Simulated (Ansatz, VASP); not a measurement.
**Two plane-wave programs on Ba**

```
Ba
1.0
     0.00000    3.07416    3.07416
     3.07416    0.00000    3.07416
     3.07416    3.07416    0.00000
Ba
1
Direct
  0.00000 0.00000 0.00000
```

Alike in both runs: task single point; functional PBE; k mesh 12 × 12 × 12; occupations gaussian, width 0.1 eV; no spin polarisation.

|  | VASP | Ansatz |
| --- | --- | --- |
| version | VASP 6.6.1 | Ansatz 0.2.0 |
| potentials or method | VASP PAW PBE potentials, release 64 (Ba_sv), cutoff 520 eV | scalar-relativistic, plane waves, PAW |
| valence electrons in the cell | 10 | 10 |

VASP gave:

- gap on the k mesh at the Fermi level (eV): none
- pressure (GPa): 1.0

Question: Estimate Ansatz's values.

Answer: gap on the k mesh at the Fermi level (eV): none; pressure (GPa): 0.9.

A gap of «none» marks a metal or a gap that the smearing closes. The functional is the same, so the differences come from potentials, cutoffs and numerics.

Spin-orbit coupling is off throughout.
